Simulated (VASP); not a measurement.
Runs of VASP 6.6.1 on SiC (Moissanite 3C). The structure is that of space group F-43m (No. 216), or close to it. The cells are those of the table. 

```tsv
task	cell	cutoff (eV)	gap on the mesh (eV)	pressure (GPa)
relaxation of cell and atoms	relaxed from a = 3.082 Å, angles 60.0°, 2 atoms	600	1.37	0.0
relaxation of cell and atoms	relaxed to 4 GPa from a = 3.082 Å, angles 60.0°, 2 atoms	600	1.35	4.0
single point	a = 3.097 Å, angles 60.0°, 2 atoms	520	1.37	0.0
single point	a = 3.078 Å, angles 60.0°, 2 atoms	520	1.35	3.9
relaxation of cell and atoms	relaxed to 2 GPa from a = 3.082 Å, angles 60.0°, 2 atoms	600	1.36	2.0
single point	a = 3.087 Å, angles 60.0°, 2 atoms	520	1.36	2.0
relaxation of cell and atoms	relaxed to 6 GPa from a = 3.082 Å, angles 60.0°, 2 atoms	600	1.34	6.0
single point	a = 3.061 Å, angles 60.0°, 2 atoms	520	1.34	(a)
```

Alike in all rows: level PBE; potentials or basis VASP PAW PBE potentials, release 64 (Si, C); no spin polarisation; k mesh 8 × 8 × 8; smearing gaussian 0.05 eV.

Problem. Fill in the values left out.

Solution. (a) 7.9.

Caveats: the cell is relaxed towards a set pressure, so the enthalpy falls and the energy may rise (some runs).

A k mesh can miss the band edges.
